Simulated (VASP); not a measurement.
# Si3H2C4 in VASP: further runs, part 2 of 3

VASP 6.6.1. Earlier steps stand in the parts before.

## (3) Relaxation of the atoms, PBEsol

File INCAR:

```
SYSTEM = Si3H2C4
ALGO = Fast
DIPOL = 0.5 0.5 0.352
EDIFF = 1E-6
EDIFFG = -0.03
ENCUT = 520
GGA = PS
IBRION = 2
IDIPOL = 3
ISIF = 2
ISMEAR = 0
LASPH = .TRUE.
LCHARG = .FALSE.
LDIPOL = .TRUE.
LREAL = Auto
LWAVE = .FALSE.
NELM = 80
NSW = 50
PREC = Accurate
SIGMA = 0.05
```

File KPOINTS:

```
k-points
0
G
  4 8 1
  0 0 0
```

File POSCAR:

```
Si3H2C4
1.0
    6.1612406585      0.0000000000      0.0000000000
    0.0000000000      3.0806203293      0.0000000000
    0.0000000000      0.0000000000     20.0373883794
C Si H
8 6 4
Selective dynamics
Direct
    0.5000000000      0.5000000000      0.2321862369  F F F
    0.0000000000      0.5000000000      0.2321862369  F F F
    0.7500000000      0.0000000000      0.3408993827  F F F
    0.2500000000      0.0000000000      0.3408993827  F F F
   -0.0026932613      0.5000000000      0.4612879385  T T T
    0.5023052535      0.5000000000      0.4428727641  T T T
    0.3879024027      0.0000000000      0.5537325474  T T F
    0.6115035181      0.0000000000      0.5537325474  T T F
    0.2500000000      0.5000000000      0.2865428098  F F F
    0.7500000000      0.5000000000      0.2865428098  F F F
    0.5007071239      0.0000000000      0.3924315436  T T T
   -0.0015978944      0.0000000000      0.4004021098  T T T
    0.7204880856      0.5000000000      0.5099728736  T T T
    0.2746911878      0.5000000000      0.5061932361  T T T
    0.5000000000      0.2248963861      0.1983620084  F F F
    0.5000000000      0.7751036139      0.1983620084  F F F
    0.0000000000      0.7747262802      0.1982371399  F F F
    0.0000000000      0.2252737198      0.1982371399  F F F
```

Potentials or basis: VASP PAW PBE potentials, release 64 (C, Si, H).

The run is started by

```sh
$ cat potpaw_PBE.64/C/POTCAR potpaw_PBE.64/Si/POTCAR potpaw_PBE.64/H/POTCAR > POTCAR
$ mpirun -np 1 vasp_std > vasp.out
```

OUTCAR:

```text
SYSTEM = Si3H2C4
   EDIFF = 1E-6
   EDIFFG = -0.03
   ENCUT = 520
   GGA = PS
   IBRION = 2
   ISIF = 2
   ISMEAR = 0
   LASPH = .TRUE.
   LREAL = Auto
   NELM = 80
   NSW = 50
   PREC = Accurate

 ion  position               nearest neighbor table
   1  0.500  0.500  0.232-  15 1.09  16 1.09   9 1.89  10 1.89
   2  0.000  0.500  0.232-  17 1.09  18 1.09   9 1.89  10 1.89
   3  0.750  0.000  0.341-  11 1.85  10 1.89  10 1.89  12 1.94
   4  0.250  0.000  0.341-  11 1.86   9 1.89   9 1.89  12 1.96
   5  0.997  0.500  0.461-  14 1.93  13 1.96  12 1.96  12 1.96
   6  0.502  0.500  0.443-  11 1.84  11 1.84  14 1.89  13 1.90
   7  0.388  0.000  0.554-   8 1.38  14 1.94  14 1.94
   8  0.612  0.000  0.554-   7 1.38  13 1.90  13 1.90
   9  0.250  0.500  0.287-   1 1.89   2 1.89   4 1.89   4 1.89  11 3.04  11 3.04  10 3.08  10 3.08

  10  0.750  0.500  0.287-   1 1.89   2 1.89   3 1.89   3 1.89  11 3.04  11 3.04   9 3.08   9 3.08

  11  0.501  0.000  0.392-   6 1.84   6 1.84   3 1.85   4 1.86  10 3.04  10 3.04   9 3.04   9 3.04
                            12 3.07  14 3.08  14 3.08  12 3.10  13 3.12  13 3.12
  12  0.998  0.000  0.400-   3 1.94   4 1.96   5 1.96   5 1.96  11 3.07  11 3.10  14 3.12  14 3.12

  13  0.720  0.500  0.510-   8 1.90   8 1.90   6 1.90   5 1.96  14 2.75  11 3.12  11 3.12
  14  0.275  0.500  0.506-   6 1.89   5 1.93   7 1.94   7 1.94  13 2.75  11 3.08  11 3.08  12 3.12
                            12 3.12
  15  0.500  0.225  0.198-   1 1.09
  16  0.500  0.775  0.198-   1 1.09
  17  0.000  0.775  0.198-   2 1.09
  18  0.000  0.225  0.198-   2 1.09

  LATTYP: Found a simple orthorhombic cell.
 ALAT       =     3.0806203293
 B/A-ratio  =     2.0000000000
 C/A-ratio  =     6.5043355680

  Lattice vectors:

 A1 = (   0.0000000000,  -3.0806203293,   0.0000000000)
 A2 = (   6.1612406585,   0.0000000000,   0.0000000000)
 A3 = (   0.0000000000,   0.0000000000,  20.0373883794)

Analysis of symmetry for initial positions (statically):
=====================================================================
 Subroutine PRICEL returns:
 Original cell was already a primitive cell.

 Routine SETGRP: Setting up the symmetry group for a
 simple orthorhombic supercell.

 Subroutine GETGRP returns: Found  2 space group operations
 (whereof  2 operations were pure point group operations)
 out of a pool of  8 trial point group operations.

The static configuration has the point symmetry C_1h.

Analysis of symmetry for dynamics (positions and initial velocities):
=====================================================================
 Subroutine PRICEL returns:
 Original cell was already a primitive cell.

 Routine SETGRP: Setting up the symmetry group for a
 simple orthorhombic supercell.

 Subroutine GETGRP returns: Found  2 space group operations
 (whereof  2 operations were pure point group operations)
 out of a pool of  8 trial point group operations.

The dynamic configuration has the point symmetry C_1h.

Analysis of constrained symmetry for selective dynamics:
=====================================================================
 Subroutine PRICEL returns:
 Original cell was already a primitive cell.

 Routine SETGRP: Setting up the symmetry group for a
 simple orthorhombic supercell.

 Subroutine GETGRP returns: Found  2 space group operations
 (whereof  2 operations were pure point group operations)
 out of a pool of  8 trial point group operations.

[... 126 lines left out ...]
   IBRION =      2    ionic relax: 0-MD 1-quasi-New 2-CG
   NFREE  =      1    steps in history (QN), initial steepest desc. (CG)
   ISIF   =      2    stress and relaxation
   ISYM   =      2    0-nonsym 1-usesym 2-fastsym
   POTIM  = 0.5000    time-step for ionic-motion
   TEBEG  =    0.0;   TEEND  =   0.0 temperature during run
   PSTRESS=    0.0 pullay stress
   NELECT =      60.0000    total number of electrons
   NUPDOWN=      -1.0000    fix difference up-down
   EMIN   =  10.00;   EMAX   =-10.00  energy-range for DOS
   EFERMI =   0.00;   METHOD = LEGACY
   ISMEAR =     0;   SIGMA  =   0.05  broadening in eV -4-tet -1-fermi 0-gaus
   EFERMI_NEDOS =   21; number of points for ismear=-14 and -15
   IALGO  =     68    algorithm
   IMIX   =      4    mixing-type and parameters
     AMIX     =   0.40;   BMIX     =  1.00
     AMIX_MAG =   1.60;   BMIX_MAG =  1.00
  volume/ion in A,a.u.               =      21.13       142.58
  Fermi-wavevector in a.u.,A,eV,Ry     =   0.884591  1.671636 10.646588  0.782502
  Thomas-Fermi vector in A             =   2.005512
   LORBIT       =      0    0 simple, 1 ext, 2 COOP (PROOUT), +10 PAW based schemes
   GGA     = PS    functional components
   LHFCALC =     F    Hartree Fock is set to
   AEXX    =    0.0000 exact exchange contribution
   IVDW    =     0    specifies the selected vdW correction
   LEPSILON=     F    determine dielectric tensor
   LRPA    =     F    only Hartree local field effects (RPA)
 conjugate gradient relaxation of ions
 non-spin polarized calculation
 RMM-DIIS sequential band-by-band and
 Gauss-broadening in eV      SIGMA  =   0.05
  energy-cutoff  :      520.00
  volume of cell :      380.32
 maximum number of plane-waves:     10275
 NGX is ok and might be reduce to    48
   NGX = 23   NGY = 11   NGZ = 75

 dipolmoment           0.000000      0.000000     -0.000125 electrons x Angstroem

--------------------------------------- Ionic step        1  -------------------------------------------

 number of electron      59.9999999 magnetization

 Free energy of the ion-electron system (eV)
  ---------------------------------------------------
  ext. energy  EPLUGINS =         0.00000000
  ---------------------------------------------------
  free energy    TOTEN  =      -123.72872461 eV

  energy without entropy =     -123.72629289  energy(sigma->0) =     -123.72750875

------------------------ aborting loop because EDIFF is reached ----------------------------------------

  FORCE on cell =-STRESS in cart. coord.  units (eV):
  Direction    XX          YY          ZZ          XY          YZ          ZX
  --------------------------------------------------------------------------------------
  -------------------------------------------------------------------------------------
  Total       -4.9193265     10.3797678     -5.2620947      0.0000000      0.0000000     -0.1439702
  in kB      -20.7237702     43.7271080    -22.1677582      0.0000000      0.0000000     -0.6065068
  external PRESSURE =       0.2785265 kB  Pullay stress =       0.0000000 kB
[... 137 lines left out ...]
  FREE ENERGIE OF THE ION-ELECTRON SYSTEM (eV)
  ---------------------------------------------------
  free  energy   TOTEN  =      -123.7536051633 eV

  energy  without entropy=     -123.7511809391  energy(sigma->0) =     -123.75239305

[... ionic steps 4 to 9 ...]

--------------------------------------- Ionic step       10  -------------------------------------------

 number of electron      59.9999999 magnetization

------------------------ aborting loop because EDIFF is reached ----------------------------------------
[... 99 lines left out ...]
--------------------------------------- Ionic step       12  -------------------------------------------

 number of electron      59.9999999 magnetization

 dipolmoment           0.000000      0.000000      0.161388 electrons x Angstroem

 Free energy of the ion-electron system (eV)
  ---------------------------------------------------
  ext. energy  EPLUGINS =         0.00000000
  ---------------------------------------------------
  free energy    TOTEN  =      -123.76256973 eV

  energy without entropy =     -123.76085739  energy(sigma->0) =     -123.76171356

 E-fermi :   1.0152     XC(G=0):  -5.3094

 val. band max:        0.9688767456   @ k =   0.0000   0.0000   0.0000
 cond. band min:       1.0637780663   @ k =   0.2500   0.0000   0.0000
 fundamental gap:      0.0949013206
 Fermi energy:         1.0152431148

 k-point     1 :       0.0000    0.0000    0.0000
  band No.  band energies     occupation
      1     -15.6963      2.00000
      2     -14.7840      2.00000
      3     -13.4471      2.00000
      4     -12.5495      2.00000
      5     -12.2252      2.00000
      6     -12.1954      2.00000
[... 634 lines left out ...]
     39       5.5484      0.00000
     40       5.7576      0.00000

------------------------ aborting loop because EDIFF is reached ----------------------------------------

 vacuum level on the upper side and lower side of the slab       (xc-potential included)         0.578        -0.891

  FORCE on cell =-STRESS in cart. coord.  units (eV):
  Direction    XX          YY          ZZ          XY          YZ          ZX
  --------------------------------------------------------------------------------------
  -------------------------------------------------------------------------------------
  Total       -5.2650096     10.9230032     -5.8451975      0.0000000      0.0000000      0.1230897
  in kB      -22.1800379     46.0156095    -24.6242098      0.0000000      0.0000000      0.5185432
  external PRESSURE =      -0.2628794 kB  Pullay stress =       0.0000000 kB
[... 33 lines left out ...]
  FREE ENERGIE OF THE ION-ELECTRON SYSTEM (eV)
  ---------------------------------------------------
  free  energy   TOTEN  =      -123.7625697287 eV

  energy  without entropy=     -123.7608573885  energy(sigma->0) =     -123.76171356

 reached required accuracy - stopping structural energy minimisation

 vacuum level on the upper side and lower side of the slab         5.591         4.080
```

Run time: 44 min. Hardware: 1 thread of Oxide Virtual Turin-like, shared host; peak memory 0.5 GiB.

What came out:

* Free energy: -123.7626 eV
* Energy gained by relaxing: 1.9 meV/atom
* Ionic steps: 12
* Band gap on the k mesh: zero (bands 30 and 31 overlap by 0.50 eV)

Step by step:
```csv
step,energy change (eV),largest force on free atoms (eV/Å),pressure (GPa)
1,0.0000,0.6357,0.03
2,-0.0246,0.2999,0.01
3,-0.0249,0.2830,0.02
4,-0.0305,0.2228,0.00
5,-0.0307,0.1648,0.00
6,-0.0323,0.2224,-0.05
7,-0.0325,0.1523,-0.04
8,-0.0329,0.1726,0.01
9,-0.0332,0.0775,-0.01
10,-0.0337,0.0446,-0.02
11,-0.0337,0.0478,-0.02
12,-0.0338,0.0156,-0.03
```

Final structure:
```cif
data_structure
_symmetry_space_group_name_H-M 'P 1'
_symmetry_Int_Tables_number 1
_cell_length_a 6.1612
_cell_length_b 3.0806
_cell_length_c 20.0374
_cell_angle_alpha 90.000
_cell_angle_beta 90.000
_cell_angle_gamma 90.000
_cell_volume 380.32
loop_
_atom_site_label
_atom_site_type_symbol
_atom_site_fract_x
_atom_site_fract_y
_atom_site_fract_z
_atom_site_occupancy
C1 C 0.50000 0.50000 0.23219 1
C2 C 0.00000 0.50000 0.23219 1
C3 C 0.75000 0.00000 0.34090 1
C4 C 0.25000 0.00000 0.34090 1
C5 C 0.99931 0.50000 0.46231 1
C6 C 0.49936 0.50000 0.44428 1
C7 C 0.38719 0.00000 0.55373 1
C8 C 0.61111 0.00000 0.55373 1
Si1 Si 0.25000 0.50000 0.28654 1
Si2 Si 0.75000 0.50000 0.28654 1
Si3 Si 0.49994 0.00000 0.39323 1
Si4 Si 0.99987 0.00000 0.40096 1
Si5 Si 0.72231 0.50000 0.50931 1
Si6 Si 0.27607 0.50000 0.50930 1
H1 H 0.50000 0.22490 0.19836 1
H2 H 0.50000 0.77510 0.19836 1
H3 H 0.00000 0.77473 0.19824 1
H4 H 0.00000 0.22527 0.19824 1
```

Caveat: the PAW data sets were made with another functional, which shifts forces and pressure a little.

[end of part 2 of 3]
